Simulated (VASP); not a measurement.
Here is a VASP 6.6.1 calculation.

INCAR

```
ALGO = Normal
EDIFF = 1E-7
ENCUT = 520
GGA = PE
ISIF = 2
ISMEAR = 0
IVDW = 12
LASPH = True
LCHARG = False
LREAL = False
LWAVE = False
NBANDS = 35
NELM = 80
PREC = Accurate
SIGMA = 0.05
```

KPOINTS

```
k-points
0
Gamma
  12 12 4
```

The input POSCAR:

```
MoS2
1.0
    3.2438000000      0.0000000000      0.0000000000
   -1.6219000000      2.8092132048      0.0000000000
    0.0000000000      0.0000000000     13.1844000000
Mo S
2 4
Direct
    0.6666666667      0.3333333333      0.2501439769
    0.3333333333      0.6666666667      0.7498560231
    0.3333333333      0.6666666667      0.3795985159
    0.6666666667      0.3333333333      0.8793132861
    0.3333333333      0.6666666667      0.1206867139
    0.6666666667      0.3333333333      0.6204014841
```

Potentials or basis: VASP PAW PBE potentials, release 64 (Mo_sv, S).

The run is started by

```console
$ cat potpaw_PBE.64/Mo_sv/POTCAR potpaw_PBE.64/S/POTCAR > POTCAR
$ mpirun -np 1 vasp_std > vasp.out
```

**Question.** What does it give for the dispersion energy per atom?

**Answer.** -0.377 eV.

**Question.** Predict the band gap on the k mesh.

**Answer.** 1.04 eV, indirect (least direct gap 1.61 eV).

**Question.** Estimate the largest force.

**Answer.** 2.445 eV/Å.

**Question.** What does it give for the pressure?

**Answer.** -16.8 GPa.

Stress tensor (GPa, compression positive):
```
-13.22   0.00   0.00
  0.00 -13.22   0.00
  0.00   0.00 -24.06
```

Caveat: forces of over 1 eV/Å act on the atoms, so gaps and moduli don't describe the material at rest. A k mesh can miss the band edges.
